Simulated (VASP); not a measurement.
# MgO (Pm-3m) in VASP: single point with r2SCAN

Aim: the single point of MgO with r2SCAN.

Program: VASP 6.6.1. These are calculated values, not measurements. Logs are shortened: lines on timing, memory, paths and dates and some standing lists are left out, and cuts for length are marked.

## Step 1: The cell of the first run

The structure is cubic, space group Pm-3m (No. 221). Conventional cell: a = 2.648 Å, b = 2.648 Å, c = 2.648 Å, α = 90.00°, β = 90.00°, γ = 90.00°. Mg (site symmetry m-3m) has 8 O at 2.29 Å and 6 Mg at 2.65 Å within 3.0 Å. Within 3.0 Å of O (site symmetry m-3m) lie 8 Mg at 2.29 Å and 6 O at 2.65 Å.

## Step 2: Single point, r2SCAN

POSCAR reads:

```
MgO
1.0
   -0.8828303272      1.7656606544      1.7656606544
    1.7656606544     -0.8828303272      1.7656606544
    1.7656606544      1.7656606544     -0.8828303272
Mg O
1 1
Direct
    0.0000000000      0.0000000000      0.0000000000
    0.5000000000      0.5000000000      0.5000000000
```

INCAR.step1 reads:

```
ALGO = Normal ; EDIFF = 1E-5
ENCUT = 920 ; GGA = PE
GGA_COMPAT = F ; ISMEAR = 0
LASPH = T ; LCHARG = F
LREAL = F ; LWAVE = T
NBANDS = 15 ; NELM = 120
PREC = Accurate ; SIGMA = 0.05
```

INCAR.step2 reads:

```
ALGO = Normal ; EDIFF = 1E-6
ENCUT = 920 ; GGA_COMPAT = F
ISIF = 2 ; ISMEAR = 0
ISTART = 1 ; LASPH = T
LCHARG = T ; LELF = T
LMIXTAU = T ; LREAL = F
LVHAR = T ; LWAVE = F
METAGGA = R2SCAN ; NBANDS = 15
NELM = 120 ; PREC = Accurate
SIGMA = 0.05
```

KPOINTS reads:

```
k-points
0
Gamma
  10 10 10
```

Potentials or basis: VASP PAW PBE potentials, release 64 (Mg_sv, O).

Launch:

```console
cat potpaw_PBE.64/Mg_sv/POTCAR potpaw_PBE.64/O/POTCAR > POTCAR
cp INCAR.step1 INCAR
mpirun -np 1 vasp_std > vasp.out
cp INCAR.step2 INCAR
mpirun -np 1 vasp_std > vasp.out
```

OUTCAR:

```text
EDIFF = 1E-6
   ENCUT = 920
   ISIF = 2
   ISMEAR = 0
   ISTART = 1
   LASPH = T
   LREAL = F
   METAGGA = R2SCAN
   NELM = 120
   PREC = Accurate

 ion  position               nearest neighbor table
   1  0.000  0.000  0.000-
   2  0.500  0.500  0.500-

  LATTYP: Found a simple cubic cell.
 ALAT       =     2.6484909816

  Lattice vectors:

 A1 = (  -0.8828303272,   1.7656606544,   1.7656606544)
 A2 = (   1.7656606544,  -0.8828303272,   1.7656606544)
 A3 = (   1.7656606544,   1.7656606544,  -0.8828303272)

Analysis of symmetry for initial positions (statically):
=====================================================================
 Subroutine PRICEL returns:
 Original cell was already a primitive cell.

 Routine SETGRP: Setting up the symmetry group for a
 simple cubic supercell.

 Subroutine GETGRP returns: Found 48 space group operations
 (whereof 48 operations were pure point group operations)
 out of a pool of 48 trial point group operations.

The static configuration has the point symmetry O_h .

Analysis of symmetry for dynamics (positions and initial velocities):
=====================================================================
 Subroutine PRICEL returns:
 Original cell was already a primitive cell.

 Routine SETGRP: Setting up the symmetry group for a
 simple cubic supercell.

 Subroutine GETGRP returns: Found 48 space group operations
 (whereof 48 operations were pure point group operations)
 out of a pool of 48 trial point group operations.

The dynamic configuration has the point symmetry O_h .

 Subroutine INISYM returns: Found 48 space group operations
 (whereof 48 operations are pure point group operations),
 and found     1 'primitive' translations

----------------------------------------------------------------------------------------

                                     Primitive cell

  volume of cell :      18.5779

  direct lattice vectors                    reciprocal lattice vectors
    -0.882830327  1.765660654  1.765660654    -0.125857832  0.251715664  0.251715664
     1.765660654 -0.882830327  1.765660654     0.251715664 -0.125857832  0.251715664
     1.765660654  1.765660654 -0.882830327     0.251715664  0.251715664 -0.125857832

  length of vectors
     2.648490982  2.648490982  2.648490982     0.377573496  0.377573496  0.377573496

  position of ions in fractional coordinates (direct lattice)
     0.000000000  0.000000000  0.000000000
     0.500000000  0.500000000  0.500000000

  ion indices of the primitive-cell ions
   primitive index   ion index
                 1           1
                 2           2

----------------------------------------------------------------------------------------

 KPOINTS: k-points

Automatic generation of k-mesh.
 Grid dimensions read from file:
 generate k-points for:   10   10   10

 Generating k-lattice:

  Cartesian coordinates                     Fractional coordinates (reciprocal lattice)
    -0.012585783  0.025171566  0.025171566     0.100000000  0.000000000  0.000000000
     0.025171566 -0.012585783  0.025171566     0.000000000  0.100000000  0.000000000
     0.025171566  0.025171566 -0.012585783     0.000000000  0.000000000  0.100000000

  Length of vectors
     0.037757350  0.037757350  0.037757350

  Shift w.r.t. Gamma in fractional coordinates (k-lattice)
     0.000000000  0.000000000  0.000000000

 Subroutine IBZKPT returns following result:
 ===========================================

 Found     56 irreducible k-points:

 Following reciprocal coordinates:
            Coordinates               Weight
  0.000000  0.000000  0.000000      1.000000
  0.100000  0.000000  0.000000      6.000000
  0.200000  0.000000  0.000000      6.000000
  0.300000  0.000000  0.000000      6.000000
  0.400000  0.000000  0.000000      6.000000
  0.500000  0.000000  0.000000      3.000000
[... 16 lines left out ...]
  0.200000  0.100000  0.100000     24.000000
  0.300000  0.100000  0.100000     24.000000
 [... further k-points ...]
   k-points           NKPTS =     56   k-points in BZ     NKDIM =     56   number of bands    NBANDS=     15
   number of dos      NEDOS =    301   number of ions     NIONS =      2
   total plane-waves  NPLWV =  21952
   dimension x,y,z NGX =    28 NGY =   28 NGZ =   28
   dimension x,y,z NGXF=    56 NGYF=   56 NGZF=   56
   ions per type =               1   1
   NGX,Y,Z   is equivalent  to a cutoff of  17.58, 17.58, 17.58 a.u.
   NGXF,Y,Z  is equivalent  to a cutoff of  35.15, 35.15, 35.15 a.u.
 SYSTEM =  unknown system
   PREC   = accura    normal or accurate (medium, high low for compatibility)
   ISTART =      1    job   : 0-new  1-cont  2-samecut
   ICHARG =      0    charge: 1-file 2-atom 10-const
   ISPIN  =      1    spin polarized calculation?
   LNONCOLLINEAR =      F non collinear calculations
   LSORBIT =      F    spin-orbit coupling
   LASPH  =      T    aspherical Exc in radial PAW
   ENCUT  =  920.0 eV  67.62 Ry    8.22 a.u.   6.55  6.55  6.55*2*pi/ulx,y,z
   NELM   =    120;   NELMIN=  2; NELMDL=  0     # of ELM steps
   EDIFF  = 0.1E-05   stopping-criterion for ELM
   LREAL  =      F    real-space projection
   EDIFFG = 0.1E-04   stopping-criterion for IOM
   NSW    =      0    number of steps for IOM
   IBRION =     -1    ionic relax: 0-MD 1-quasi-New 2-CG
   NFREE  =      0    steps in history (QN), initial steepest desc. (CG)
   ISIF   =      2    stress and relaxation
   ISYM   =      2    0-nonsym 1-usesym 2-fastsym
   POTIM  = 0.5000    time-step for ionic-motion
   TEBEG  =    0.0;   TEEND  =   0.0 temperature during run
   PSTRESS=    0.0 pullay stress
   NELECT =      16.0000    total number of electrons
   NUPDOWN=      -1.0000    fix difference up-down
   EMIN   =  10.00;   EMAX   =-10.00  energy-range for DOS
   EFERMI =   0.00;   METHOD = LEGACY
   ISMEAR =     0;   SIGMA  =   0.05  broadening in eV -4-tet -1-fermi 0-gaus
   EFERMI_NEDOS =   21; number of points for ismear=-14 and -15
   IALGO  =     38    algorithm
   IMIX   =      4    mixing-type and parameters
     AMIX     =   0.40;   BMIX     =  1.00
     AMIX_MAG =   1.60;   BMIX_MAG =  1.00
  volume/ion in A,a.u.               =       9.29        62.68
  Fermi-wavevector in a.u.,A,eV,Ry     =   1.557577  2.943395 33.008382  2.426048
  Thomas-Fermi vector in A             =   2.661207
   LORBIT       =      0    0 simple, 1 ext, 2 COOP (PROOUT), +10 PAW based schemes
   METAGGA = R2SCAN    functional components
   LHFCALC =     F    Hartree Fock is set to
   AEXX    =    0.0000 exact exchange contribution
   IVDW    =     0    specifies the selected vdW correction
   LEPSILON=     F    determine dielectric tensor
   LRPA    =     F    only Hartree local field effects (RPA)
 non-spin polarized calculation
 Gauss-broadening in eV      SIGMA  =   0.05
  energy-cutoff  :      920.00
  volume of cell :       18.58
 maximum number of plane-waves:      1208
 NGX is ok and might be reduce to    28
   NGX = 13   NGY = 13   NGZ = 13

 number of electron      16.0000001 magnetization

 Free energy of the ion-electron system (eV)
  ---------------------------------------------------
  ext. energy  EPLUGINS =         0.00000000
  ---------------------------------------------------
  free energy    TOTEN  =       -14.53573811 eV

  energy without entropy =      -14.53573811  energy(sigma->0) =      -14.53573811

 E-fermi :   4.5059     XC(G=0): -12.1883

 val. band max:        4.2909362759   @ k =   0.5000   0.5000   0.0000
 cond. band min:       7.5398725863   @ k =   0.0000   0.0000   0.0000
 fundamental gap:      3.2489363104
 Fermi energy:         4.5058656703

 k-point     1 :       0.0000    0.0000    0.0000
  band No.  band energies     occupation
      1     -73.3677      2.00000
      2     -38.4261      2.00000
      3     -38.4261      2.00000
      4     -38.4261      2.00000
      5     -15.0851      2.00000
      6       3.2692      2.00000
      7       3.2692      2.00000
      8       3.2692      2.00000
      9       7.5399      0.00000
     10      15.7164      0.00000
     11      15.7164      0.00000
     12      25.8423      0.00000
     13      25.8423      0.00000
     14      25.8423      0.00000
     15      33.0291      0.00000

 k-point     2 :       0.1000    0.0000    0.0000
  band No.  band energies     occupation
      1     -73.3667      2.00000
      2     -38.4375      2.00000
      3     -38.4250      2.00000
      4     -38.4250      2.00000
      5     -14.9887      2.00000
      6       2.4672      2.00000
      7       3.3105      2.00000
      8       3.3105      2.00000
      9       8.1329      0.00000
     10      15.9261      0.00000
     11      15.9292      0.00000
     12      25.6438      0.00000
     13      25.6438      0.00000
     14      26.0150      0.00000
     15      32.0690      0.00000

 k-point     3 :       0.2000    0.0000    0.0000
  band No.  band energies     occupation
      1     -73.3638      2.00000
      2     -38.4672      2.00000
      3     -38.4224      2.00000
      4     -38.4223      2.00000
      5     -14.7237      2.00000
      6       0.8936      2.00000
      7       3.4208      2.00000
      8       3.4208      2.00000
      9       9.2456      0.00000
     10      16.1840      0.00000
     11      16.5636      0.00000
     12      25.0626      0.00000
     13      25.0626      0.00000
     14      26.8582      0.00000
     15      29.9928      0.00000
[... 343 lines left out ...]
 k-point    23 :       0.2000    0.1000    0.1000
  band No.  band energies     occupation
      1     -73.3617      2.00000
      2     -38.4647      2.00000
      3     -38.4330      2.00000
      4     -38.4316      2.00000
      5     -14.5478      2.00000
      6       1.0105      2.00000
      7       2.7240      2.00000
      8       2.9712      2.00000
      9      10.1416      0.00000
     10      16.4302      0.00000
     11      16.6670      0.00000
     12      23.5399      0.00000
     13      25.3847      0.00000
     14      27.6183      0.00000
     15      28.3432      0.00000

 k-point    24 :       0.3000    0.1000    0.1000
  band No.  band energies     occupation
      1     -73.3582      2.00000
      2     -38.5008      2.00000
      3     -38.4295      2.00000
      4     -38.4281      2.00000
      5     -14.2058      2.00000
      6      -0.4271      2.00000
      7       2.9203      2.00000
      8       3.1509      2.00000
      9      11.2032      0.00000
     10      15.9706      0.00000
     11      17.2284      0.00000
     12      23.3688      0.00000
     13      24.0558      0.00000
     14      27.3739      0.00000
     15      27.5570      0.00000

 [... further k-points ...]

------------------------ aborting loop because EDIFF is reached ----------------------------------------

  FORCE on cell =-STRESS in cart. coord.  units (eV):
  Direction    XX          YY          ZZ          XY          YZ          ZX
  --------------------------------------------------------------------------------------
  -------------------------------------------------------------------------------------
  Total       -0.4457247     -0.4457247     -0.4457247     -0.0000000     -0.0000000     -0.0000000
  in kB      -38.4398620    -38.4398620    -38.4398620     -0.0000000     -0.0000000     -0.0000000
  external PRESSURE =     -38.4398620 kB  Pullay stress =       0.0000000 kB

 VOLUME and BASIS-vectors are now :
 -----------------------------------------------------------------------------
  energy-cutoff  :      920.00
  volume of cell :       18.58
      direct lattice vectors                 reciprocal lattice vectors
    -0.882830327  1.765660654  1.765660654    -0.125857832  0.251715664  0.251715664
     1.765660654 -0.882830327  1.765660654     0.251715664 -0.125857832  0.251715664
     1.765660654  1.765660654 -0.882830327     0.251715664  0.251715664 -0.125857832

 POSITION                                       TOTAL-FORCE (eV/Angst)
 -----------------------------------------------------------------------------------
      0.00000      0.00000      0.00000        -0.000000      0.000000     -0.000000
      1.32425      1.32425      1.32425         0.000000     -0.000000      0.000000
 -----------------------------------------------------------------------------------
    total drift:                                0.000000      0.000000      0.000000

  FREE ENERGIE OF THE ION-ELECTRON SYSTEM (eV)
  ---------------------------------------------------
  free  energy   TOTEN  =       -14.5357381129 eV

  energy  without entropy=      -14.5357381129  energy(sigma->0) =      -14.53573811
```

It took 85 s on 1 thread of Intel Xeon Platinum 8375C at 2.90GHz (Ice Lake), shared host; peak memory 0.18 GiB.

What came out:

```
Free energy            : -14.5357 eV
Pressure               : -3.8 GPa
Band gap on the k mesh : 3.25 eV (least direct gap 4.27 eV)
```

Caveat: the cell stands under tension; the PAW data sets were made with another functional, which shifts forces and pressure a little.
